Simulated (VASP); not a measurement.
Here is a VASP 6.6.1 calculation.

The input INCAR:

```
SYSTEM = Re
PREC     = Accurate       ! precision mode
ENCUT    = 560            ! plane-wave cutoff, eV
EDIFF    = 1E-6           ! SCF threshold, eV
ISMEAR   = -1             ! smearing method
SIGMA    = 0.1            ! smearing width, eV
LREAL    = .FALSE.        ! projectors in reciprocal space
LASPH    = .TRUE.         ! aspherical terms in the spheres
NELM     = 120            ! most SCF steps
ALGO     = Normal         ! electronic algorithm
ISIF     = 2              ! what is computed and relaxed
LWAVE    = .FALSE.        ! write WAVECAR
LCHARG   = .FALSE.        ! write CHGCAR
GGA      = CA             ! functional
NBANDS   = 14             ! bands
GGA_COMPAT= .FALSE.
```

Contents of KPOINTS:

```
Automatic mesh
0
G
  16 16 16
  0 0 0
```

Contents of POSCAR:

```
Re
1.0
   -1.5347531587      1.5347531587      1.5347531587
    1.5347531587     -1.5347531587      1.5347531587
    1.5347531587      1.5347531587     -1.5347531587
Re
1
Direct
    0.0000000000      0.0000000000      0.0000000000
```

Potentials or basis: VASP PAW LDA potentials, release 64 (Re_sv_GW).

Command:

```sh
$ cat potpaw_LDA.64/Re_sv_GW/POTCAR > POTCAR
$ mpirun -np 1 vasp_std > vasp.out
```

Problem. Estimate the band gap on the k mesh.

Solution. Zero (an odd number of electrons rules out a gap without spin polarisation).

Problem. What does it give for the pressure?

Solution. 0.4 GPa.

Caveat: spin-orbit coupling is left out, which moves the levels of the heavy elements.
